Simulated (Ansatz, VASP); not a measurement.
# Two plane-wave programs on Hg

```xyz
1
Lattice="0.0000 2.3169 2.3169 2.3169 0.0000 2.3169 2.3169 2.3169 0.0000" Properties=species:S:1:pos:R:3 pbc="T T T"
Hg    0.0000    0.0000    0.0000
```

Alike in both runs: task relaxation of cell and atoms; functional PBE; dispersion D3(BJ); k mesh 16 × 16 × 16; occupations gaussian, width 0.1 eV; no spin polarisation.

```csv
,VASP,Ansatz
version,VASP 6.6.1,Ansatz 0.2.0
potentials or method,"VASP PAW PBE potentials, release 64 (Hg), cutoff 600 eV","scalar-relativistic, plane waves, PAW"
valence electrons in the cell,12,20
```

|  | VASP | Ansatz | Ansatz less VASP |
| --- | --- | --- | --- |
| gap on the k mesh at the Fermi level, each at its own relaxed structure (eV) | none | none | - |
| relaxed volume (Å³/atom) | 25.30 | 24.87 | -0.422 |
| relaxed cell length with the largest relative difference (Å) | 3.295 | 3.277 | -0.0184 |

A gap of «none» marks a metal or a gap that the smearing closes. VASP's potentials hold 12 valence electrons a cell and Ansatz's 20, so a difference there can come from the potentials and not from the codes.

Spin-orbit coupling is off throughout.
